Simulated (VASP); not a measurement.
# KF (P6_3/mmc) in VASP: a series of runs, part 2 of 2

VASP 6.6.1.

### 3 Single point, PBE (17.85 Å³/atom)

This run uses another cell than the first one, of 17.85 Å³/atom.

INCAR reads:

```
PREC = Accurate
ENCUT = 520
EDIFF = 1E-6
ISMEAR = 0
SIGMA = 0.01
LREAL = False
LASPH = True
NELM = 100
ALGO = Normal
ISIF = 2
LWAVE = False
LCHARG = True
GGA = PE
LELF = True
LVHAR = True
NBANDS = 24
```

KPOINTS reads:

```
regular mesh
0
Gamma
  6 6 2
```

POSCAR reads:

```
KF
1.0
    3.5978900022      0.0000000000      0.0000000000
   -1.7989450011      3.1158641420      0.0000000000
    0.0000000000      0.0000000000      6.3689818693
K F
2 2
Direct
    0.0000000000      0.0000000000      0.0000000000
    0.0000000000      0.0000000000      0.5000000000
    0.3333333333      0.6666666667      0.2500000000
    0.6666666667      0.3333333333      0.7500000000
```

Potentials or basis: VASP PAW PBE potentials, release 64 (K_sv, F).

Started as:

```console
cat potpaw_PBE.64/K_sv/POTCAR potpaw_PBE.64/F/POTCAR > POTCAR
mpirun -np 1 vasp_std > vasp.out
```

OUTCAR:

```text
PREC = Accurate
   ENCUT = 520
   EDIFF = 1E-6
   ISMEAR = 0
   LREAL = False
   LASPH = True
   NELM = 100
   ISIF = 2
   GGA = PE

 ion  position               nearest neighbor table
   1  0.000  0.000  0.000-   3 2.62   4 2.62   4 2.62   3 2.62   4 2.62   3 2.62   2 3.18   2 3.18

   2  0.000  0.000  0.500-   3 2.62   4 2.62   4 2.62   3 2.62   4 2.62   3 2.62   1 3.18   1 3.18

   3  0.333  0.667  0.250-   1 2.62   2 2.62   1 2.62   2 2.62   1 2.62   2 2.62
   4  0.667  0.333  0.750-   1 2.62   2 2.62   1 2.62   2 2.62   1 2.62   2 2.62

  LATTYP: Found a hexagonal cell.
 ALAT       =     3.5978900022
 C/A-ratio  =     1.7701991627

  Lattice vectors:

 A1 = (   3.5978900022,   0.0000000000,   0.0000000000)
 A2 = (  -1.7989450011,   3.1158641420,   0.0000000000)
 A3 = (   0.0000000000,   0.0000000000,   6.3689818693)

Analysis of symmetry for initial positions (statically):
=====================================================================
 Subroutine PRICEL returns:
 Original cell was already a primitive cell.

 Routine SETGRP: Setting up the symmetry group for a
 hexagonal supercell.

 Subroutine GETGRP returns: Found 24 space group operations
 (whereof 12 operations were pure point group operations)
 out of a pool of 24 trial point group operations.

The static configuration has the point symmetry D_3d.
 The point group associated with its full space group is D_6h.

Analysis of symmetry for dynamics (positions and initial velocities):
=====================================================================
 Subroutine PRICEL returns:
 Original cell was already a primitive cell.

 Routine SETGRP: Setting up the symmetry group for a
 hexagonal supercell.

 Subroutine GETGRP returns: Found 24 space group operations
 (whereof 12 operations were pure point group operations)
 out of a pool of 24 trial point group operations.

The dynamic configuration has the point symmetry D_3d.
 The point group associated with its full space group is D_6h.

 Subroutine INISYM returns: Found 24 space group operations
 (whereof 12 operations are pure point group operations),
 and found     1 'primitive' translations

----------------------------------------------------------------------------------------

                                     Primitive cell

  volume of cell :      71.3997

  direct lattice vectors                    reciprocal lattice vectors
     3.597890002  0.000000000  0.000000000     0.277940682  0.160469127  0.000000000
    -1.798945001  3.115864142  0.000000000     0.000000000  0.320938255  0.000000000
     0.000000000  0.000000000  6.368981869     0.000000000  0.000000000  0.157010967

  length of vectors
     3.597890002  3.597890002  6.368981869     0.320938255  0.320938255  0.157010967

  position of ions in fractional coordinates (direct lattice)
     0.000000000  0.000000000  0.000000000
     0.000000000  0.000000000  0.500000000
     0.333333333  0.666666667  0.250000000
     0.666666667  0.333333333  0.750000000

  ion indices of the primitive-cell ions
   primitive index   ion index
                 1           1
                 2           2
                 3           3
                 4           4

[... 29 lines left out ...]
  0.166667  0.000000  0.000000      6.000000
  0.333333  0.000000  0.000000      6.000000
  0.500000  0.000000  0.000000      3.000000
  0.166667  0.166667  0.000000      6.000000
  0.333333  0.166667  0.000000     12.000000
  0.333333  0.333333  0.000000      2.000000
  0.000000  0.000000  0.500000      1.000000
  0.166667  0.000000  0.500000      6.000000
  0.333333  0.000000  0.500000      6.000000
  0.500000  0.000000  0.500000      3.000000
  0.166667  0.166667  0.500000      6.000000
  0.333333  0.166667  0.500000     12.000000
  0.333333  0.333333  0.500000      2.000000
   k-points           NKPTS =     14   k-points in BZ     NKDIM =     14   number of bands    NBANDS=     24
   number of dos      NEDOS =    301   number of ions     NIONS =      4
   total plane-waves  NPLWV =  37632
   dimension x,y,z NGX =    28 NGY =   28 NGZ =   48
   dimension x,y,z NGXF=    56 NGYF=   56 NGZF=   96
   ions per type =               2   2
   NGX,Y,Z   is equivalent  to a cutoff of  12.94, 12.94, 12.53 a.u.
   NGXF,Y,Z  is equivalent  to a cutoff of  25.88, 25.88, 25.06 a.u.
 SYSTEM =  unknown system
   PREC   = accura    normal or accurate (medium, high low for compatibility)
   ISTART =      0    job   : 0-new  1-cont  2-samecut
   ICHARG =      2    charge: 1-file 2-atom 10-const
   ISPIN  =      1    spin polarized calculation?
   LNONCOLLINEAR =      F non collinear calculations
   LSORBIT =      F    spin-orbit coupling
   LASPH  =      T    aspherical Exc in radial PAW
   ENCUT  =  520.0 eV  38.22 Ry    6.18 a.u.   6.69  6.69 11.84*2*pi/ulx,y,z
   NELM   =    100;   NELMIN=  2; NELMDL= -5     # of ELM steps
   EDIFF  = 0.1E-05   stopping-criterion for ELM
   LREAL  =      F    real-space projection
   EDIFFG = 0.1E-04   stopping-criterion for IOM
   NSW    =      0    number of steps for IOM
   IBRION =     -1    ionic relax: 0-MD 1-quasi-New 2-CG
   NFREE  =      0    steps in history (QN), initial steepest desc. (CG)
   ISIF   =      2    stress and relaxation
   ISYM   =      2    0-nonsym 1-usesym 2-fastsym
   POTIM  = 0.5000    time-step for ionic-motion
   TEBEG  =    0.0;   TEEND  =   0.0 temperature during run
   PSTRESS=    0.0 pullay stress
   NELECT =      32.0000    total number of electrons
   NUPDOWN=      -1.0000    fix difference up-down
   EMIN   =  10.00;   EMAX   =-10.00  energy-range for DOS
   EFERMI =   0.00;   METHOD = LEGACY
   ISMEAR =     0;   SIGMA  =   0.01  broadening in eV -4-tet -1-fermi 0-gaus
   EFERMI_NEDOS =   21; number of points for ismear=-14 and -15
   IALGO  =     38    algorithm
   IMIX   =      4    mixing-type and parameters
     AMIX     =   0.40;   BMIX     =  1.00
     AMIX_MAG =   1.60;   BMIX_MAG =  1.00
  volume/ion in A,a.u.               =      17.85       120.46
  Fermi-wavevector in a.u.,A,eV,Ry     =   1.252832  2.367508 21.355527  1.569587
  Thomas-Fermi vector in A             =   2.386713
   LORBIT       =      0    0 simple, 1 ext, 2 COOP (PROOUT), +10 PAW based schemes
   GGA     = PE    functional components
   LHFCALC =     F    Hartree Fock is set to
   AEXX    =    0.0000 exact exchange contribution
   IVDW    =     0    specifies the selected vdW correction
   LEPSILON=     F    determine dielectric tensor
   LRPA    =     F    only Hartree local field effects (RPA)
 non-spin polarized calculation
 Gauss-broadening in eV      SIGMA  =   0.01
  energy-cutoff  :      520.00
  volume of cell :       71.40
 maximum number of plane-waves:      1943
 NGX is ok and might be reduce to    28
   NGX = 13   NGY = 13   NGZ = 23

 number of electron      31.9999993 magnetization

 Free energy of the ion-electron system (eV)
  ---------------------------------------------------
  ext. energy  EPLUGINS =         0.00000000
  ---------------------------------------------------
  free energy    TOTEN  =       -16.32373670 eV

  energy without entropy =      -16.32373670  energy(sigma->0) =      -16.32373670

 E-fermi :  -2.4178     XC(G=0):  -8.7120

 val. band max:       -2.5624535046   @ k =   0.0000   0.0000   0.0000
 cond. band min:       3.8963339996   @ k =   0.0000   0.0000   0.0000
 fundamental gap:      6.4587875042
 Fermi energy:        -2.4177913892

 k-point     1 :       0.0000    0.0000    0.0000
  band No.  band energies     occupation
      1     -28.7538      2.00000
      2     -28.5773      2.00000
      3     -21.4414      2.00000
      4     -21.2911      2.00000
      5     -12.4254      2.00000
      6     -11.9452      2.00000
[... 367 lines left out ...]
     23       9.5943      0.00000
     24       9.5943      0.00000

------------------------ aborting loop because EDIFF is reached ----------------------------------------

  FORCE on cell =-STRESS in cart. coord.  units (eV):
  Direction    XX          YY          ZZ          XY          YZ          ZX
  --------------------------------------------------------------------------------------
  -------------------------------------------------------------------------------------
  Total        1.7966701      1.7966701      2.0969301     -0.0000000     -0.0000000      0.0000000
  in kB       40.3164717     40.3164717     47.0541722     -0.0000000     -0.0000000      0.0000000
  external PRESSURE =      42.5623719 kB  Pullay stress =       0.0000000 kB

 VOLUME and BASIS-vectors are now :
 -----------------------------------------------------------------------------
  energy-cutoff  :      520.00
  volume of cell :       71.40
      direct lattice vectors                 reciprocal lattice vectors
     3.597890002  0.000000000  0.000000000     0.277940682  0.160469127  0.000000000
    -1.798945001  3.115864142  0.000000000     0.000000000  0.320938255  0.000000000
     0.000000000  0.000000000  6.368981869     0.000000000  0.000000000  0.157010967

 POSITION                                       TOTAL-FORCE (eV/Angst)
 -----------------------------------------------------------------------------------
      0.00000      0.00000      0.00000        -0.000000      0.000000      0.000000
      0.00000      0.00000      3.18449        -0.000000      0.000000      0.000000
     -0.00000      2.07724      1.59225        -0.000000      0.000000      0.000000
      1.79895      1.03862      4.77674         0.000000      0.000000     -0.000000
 -----------------------------------------------------------------------------------
    total drift:                                0.000000     -0.000000      0.000000

  FREE ENERGIE OF THE ION-ELECTRON SYSTEM (eV)
  ---------------------------------------------------
  free  energy   TOTEN  =       -16.3237367014 eV

  energy  without entropy=      -16.3237367014  energy(sigma->0) =      -16.32373670
```

Run time: 44 s. Hardware: 1 thread of Intel Xeon 8259CL, shared host; peak memory 0.19 GiB.

Results:

- Free energy: -16.3237 eV
- Pressure: 4.3 GPa
- Band gap on the k mesh: 6.46 eV

Stress tensor (GPa, compression positive):
```
4.03 0.00 0.00
0.00 4.03 0.00
0.00 0.00 4.71
```

Caveat: the k points lie up to 0.49 Å⁻¹ apart.
